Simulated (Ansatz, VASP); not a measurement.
**One calculation of Ca, two programs**

INCAR

```
SYSTEM = Ca
ALGO     = Normal         ! electronic algorithm
EDIFF    = 1E-6           ! SCF threshold, eV
ENCUT    = 520            ! plane-wave cutoff, eV
GGA      = PS             ! functional
ISIF     = 2              ! what is computed and relaxed
ISMEAR   = 0              ! smearing method
LASPH    = .True.         ! aspherical terms in the spheres
LCHARG   = .False.        ! write CHGCAR
LREAL    = .False.        ! projectors in reciprocal space
LWAVE    = .False.        ! write WAVECAR
NBANDS   = 11             ! bands
NELM     = 60             ! most SCF steps
PREC     = Accurate       ! precision mode
SIGMA    = 0.15           ! smearing width, eV
```

KPOINTS

```
k-points
0
Gamma
  16 16 16
  0 0 0
```

File POSCAR:

```
Ca
1.0
   -2.3296000000      2.3296000000      2.3296000000
    2.3296000000     -2.3296000000      2.3296000000
    2.3296000000      2.3296000000     -2.3296000000
Ca
1
Direct
    0.0000000000      0.0000000000      0.0000000000
```

Input for Ansatz:

```yaml
crystal:
  lattice:
    - [-2.3296, 2.3296, 2.3296]
    - [2.3296, -2.3296, 2.3296]
    - [2.3296, 2.3296, -2.3296]
  atoms:
    - { symbol: Ca, position: [0.0, 0.0, 0.0] }
basis:
  ecutwfc: 420
kpoints:
  mp_grid: { grid: [16, 16, 16] }
hamiltonian:
  xc: pbesol
scf:
  occupations: { method: gaussian, width: 0.15 }
output:
  forces: true
  stress: true
  eigenvalues: true
  write_density: true
  write_potential: true
  elf: true
  volumetric_format: npy
```

Change from the starting cell: strain +0.040 along x and y, +0.040 along z, atoms carried along.

Alike in both runs: task single point; functional PBEsol; k mesh 16 × 16 × 16; occupations gaussian, width 0.15 eV; no spin polarisation.

|  | VASP | Ansatz |
| --- | --- | --- |
| version | VASP 6.6.1 | Ansatz 0.2.0 |
| potentials or method | VASP PAW PBE potentials, release 64 (Ca_sv), cutoff 520 eV | scalar-relativistic, plane waves, PAW |
| valence electrons in the cell | 10 | 10 |

```csv
,VASP,Ansatz,Ansatz less VASP
gap on the k mesh at the Fermi level (eV),none,none,-
pressure (GPa),-2.7,-2.7,0.00
```

VASP's potentials were made for PBE, not for PBEsol. A gap of «none» marks a metal or a gap that the smearing closes. The functional is the same, so the differences come from potentials, cutoffs and numerics.
